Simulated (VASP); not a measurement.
# CoO (R3m) in VASP: settings compared, part 3 of 3

VASP 6.6.1. The steps go on from the part before.

## 6. Single point, LDA, collinear spin, ferromagnetic start (11.41 Å³/atom)

This run uses another cell than the first one, of 11.41 Å³/atom.

The input, INCAR:

```
SYSTEM = CoO
  PREC = Accurate
  ENCUT = 520
  EDIFF = 1E-6
  ISMEAR = -1
  SIGMA = 0.05
  LREAL = .FALSE.
  LASPH = .TRUE.
  NELM = 150
  ALGO = Normal
  ISIF = 2
  LWAVE = .FALSE.
  LCHARG = .FALSE.
  ISPIN = 2
  MAGMOM = 2 0
  LORBIT = 11
  LMAXMIX = 4
  NBANDS = 18
```

The input, KPOINTS:

```
regular mesh
0
G
  10 10 10
  0 0 0
```

The input, POSCAR:

```
CoO
1.0
    1.6022198417      0.9250420569      2.5664708903
   -1.6022198417      0.9250420569      2.5664708903
    0.0000000000     -1.8500841138      2.5664708903
Co O
1 1
Direct
    0.9989783200      0.9989783200      0.9989783200
    0.7510210300      0.7510210300      0.7510210300
```

Potentials or basis: VASP PAW LDA potentials, release 64 (Co, O).

The run is started by

```bash
> cat potpaw_LDA.64/Co/POTCAR potpaw_LDA.64/O/POTCAR > POTCAR
> mpirun -np 1 vasp_std > vasp.out
```

OUTCAR:

```text
SYSTEM = CoO
   PREC = Accurate
   ENCUT = 520
   EDIFF = 1E-6
   ISMEAR = -1
   LREAL = .FALSE.
   LASPH = .TRUE.
   NELM = 150
   ISIF = 2
   ISPIN = 2
   LORBIT = 11

 ion  position               nearest neighbor table
   1  0.999  0.999  0.999-   2 1.91   2 1.96   2 1.96   2 1.96
   2  0.751  0.751  0.751-   1 1.91   1 1.96   1 1.96   1 1.96

  LATTYP: Found a trigonal (rhomboedric) cell.
 ALAT       =     3.1637926700
 COS(alpha) =     0.4870699110

  Lattice vectors:

 A1 = (   1.6022198417,   0.9250420569,   2.5664708903)
 A2 = (  -1.6022198417,   0.9250420569,   2.5664708903)
 A3 = (   0.0000000000,  -1.8500841138,   2.5664708903)

[... 1220 lines left out ...]
 VOLUME and BASIS-vectors are now :
 -----------------------------------------------------------------------------
  energy-cutoff  :      520.00
  volume of cell :       22.82
      direct lattice vectors                 reciprocal lattice vectors
     1.602219842  0.925042057  2.566470890     0.312067038  0.180171988  0.129880037
    -1.602219842  0.925042057  2.566470890    -0.312067038  0.180171988  0.129880037
     0.000000000 -1.850084114  2.566470890     0.000000000 -0.360343977  0.129880037

 POSITION                                       TOTAL-FORCE (eV/Angst)
 -----------------------------------------------------------------------------------
      0.00000      0.00000      7.69155         0.000000      0.000000      0.195693
      0.00000      0.00000      5.78242         0.000000     -0.000000     -0.195693
 -----------------------------------------------------------------------------------
    total drift:                                0.000000     -0.000000     -0.000048

  FREE ENERGIE OF THE ION-ELECTRON SYSTEM (eV)
  ---------------------------------------------------
  free  energy   TOTEN  =       -14.9691364125 eV

  energy  without entropy=      -14.9435502640  energy(sigma->0) =      -14.95634334

 total charge

# of ion       s       p       d       tot
------------------------------------------
    1        0.346   0.451   7.239   8.036
    2        1.542   3.395   0.000   4.937
--------------------------------------------------
tot          1.888   3.845   7.239  12.973

 magnetization (x)

# of ion       s       p       d       tot
------------------------------------------
    1        0.014   0.045   2.031   2.089
    2        0.018   0.235   0.000   0.253
--------------------------------------------------
tot          0.031   0.280   2.031   2.342
```

stdout:

```text
POSCAR found type information on POSCAR CoO
 POSCAR found :  2 types and       2 ions
 scaLAPACK will be used
 LDA part: xc-table for (Slater(with rela. corr.)+CA(PZ))
 , standard interpolation
 POSCAR, INCAR and KPOINTS ok, starting setup
 FFT: planning ... GRIDC
 FFT: planning ... GRID_SOFT
 FFT: planning ... GRID
 WAVECAR not read
 entering main loop
```

Wall time 1.9 min (1 thread of Intel Xeon 8259CL, shared host); peak memory 0.19 GiB.

Results:

```
Free energy                                           : -14.9691 eV
Pressure                                              : -17.6 GPa
Largest force                                         : 0.196 eV/Å
Net moment                                            : 2.41 μB per cell
Site moments                                          : Co +2.09; O +0.25 μB
Valence electrons inside the program's atomic spheres : Co 8.04; O 4.94
```

Forces on the atoms (eV/Å):
```
Co   0.000  0.000  0.196
O    0.000  0.000 -0.196
```

Stress tensor (GPa, compression positive):
```
-19.00   0.00   0.00
  0.00 -19.00   0.00
  0.00   0.00 -14.79
```

Levels at points of the mesh, in eV from the Fermi level:
Spin up:
```csv
k point,band 5,band 6,band 7,band 8,band 9,band 10,band 11,band 12,band 13,band 14
"(0.00, 0.00, 0.00)",-2.08,-2.08,0.25,0.52,0.52,0.66,13.92,13.92,14.51,20.12
"(0.50, 0.00, 0.00)",-2.11,-1.97,-1.97,-0.28,-0.24,5.73,6.96,13.53,13.88,17.48
"(0.50, 0.50, 0.00)",-2.82,-1.75,-1.49,-1.41,-1.35,5.34,9.89,11.04,14.07,14.38
"(0.50, 0.50, 0.50)",-2.19,-1.98,-1.98,-0.41,-0.41,5.69,7.28,13.43,13.43,17.20
```
Spin down:
```tsv
k point	band 3	band 4	band 5	band 6	band 7	band 8	band 9	band 10
(0.00, 0.00, 0.00)	-5.12	-5.12	-0.44	-0.44	0.63	2.24	2.24	2.34
(0.50, 0.00, 0.00)	-4.91	-4.89	-0.26	-0.25	-0.11	1.40	1.44	6.10
(0.50, 0.50, 0.00)	-4.62	-4.58	-1.12	-0.05	0.07	0.51	0.59	6.11
(0.50, 0.50, 0.50)	-4.83	-4.83	-0.25	-0.24	-0.24	1.28	1.28	6.06
```

Caveat: the cell stands under tension; a cell with one magnetic atom can't hold antiferromagnetic order, which such compounds often take; semilocal functionals often make such compounds metallic where correlation or magnetic order opens a gap, which also shifts bond lengths.

## 7. Overview

```csv
level,potentials or basis,cell,gap on the mesh (eV),pressure (GPa),moment (μB),largest force (eV/Å)
PBEsol,"VASP PAW PBE potentials, release 64 (Co, O)","a = 3.099 Å, angles 60.9°, 2 atoms",none,-2.4,2.36,0.29
LDA,"VASP PAW LDA potentials, release 64 (Co, O)","a = 3.121 Å, angles 60.9°, 2 atoms",none,-17.1,1.83,0.25
LDA,"VASP PAW LDA potentials, release 64 (Co, O)","a = 3.143 Å, angles 60.9°, 2 atoms",none,-16.9,2.20,0.22
PBEsol,"VASP PAW PBE potentials, release 64 (Co, O)","a = 3.143 Å, angles 60.9°, 2 atoms",none,-6.1,2.66,0.23
LDA,"VASP PAW LDA potentials, release 64 (Co, O)","a = 3.164 Å, angles 60.9°, 2 atoms",none,-17.6,2.41,0.20
```

Alike in all rows: task single point; spin collinear, ferromagnetic start; k mesh 10 × 10 × 10; cutoff (eV) 520; smearing fermi-dirac 0.05 eV.

Caveats: a cell with one magnetic atom can't hold antiferromagnetic order, which such compounds often take; semilocal functionals often make such compounds metallic where correlation or magnetic order opens a gap, which also shifts bond lengths; the cell stands under tension (at least some runs); the PAW data sets were made with another functional, which shifts forces and pressure a little (at least some runs).

Absolute energies hang on the potentials; compare differences alone.
